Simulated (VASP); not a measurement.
Crystal: Pd.

```xyz
1
Lattice="0.0000 1.9068 1.9068 1.9068 0.0000 1.9068 1.9068 1.9068 0.0000" Properties=species:S:1:pos:R:3 pbc="T T T"
Pd    0.0000    0.0000    0.0000
```

Base run:

* Program: VASP 6.6.1
* Functional: BLYP
* Dispersion: D3(BJ)
* Potentials or basis: VASP PAW PBE potentials, release 64 (Pd)
* Cutoff: 520 eV
* k mesh: 12 × 12 × 12
* Occupations: fermi-dirac, width 0.05 eV
* Spin: no spin polarisation

Its results: band gap on the k mesh zero (band 5 reaches 11.72 eV, above the bottom of band 6 at 9.94 eV); pressure 15.3 GPa.

**Question.** After a change of settings the same cell gave: band gap on the k mesh zero (band 5 reaches 11.25 eV, above the bottom of band 6 at 9.49 eV); pressure 8.5 GPa. Which change was it?
A. functional from BLYP to PBEsol
B. functional from BLYP to SVWN5; dispersion from D3(BJ) to none
C. functional from BLYP to revPBE
D. functional from BLYP to PBE

**Answer.** C.

Caveats: the PAW data sets were made with another functional, which shifts forces and pressure a little; pairwise dispersion overbinds metals, which lowers pressure and volume.
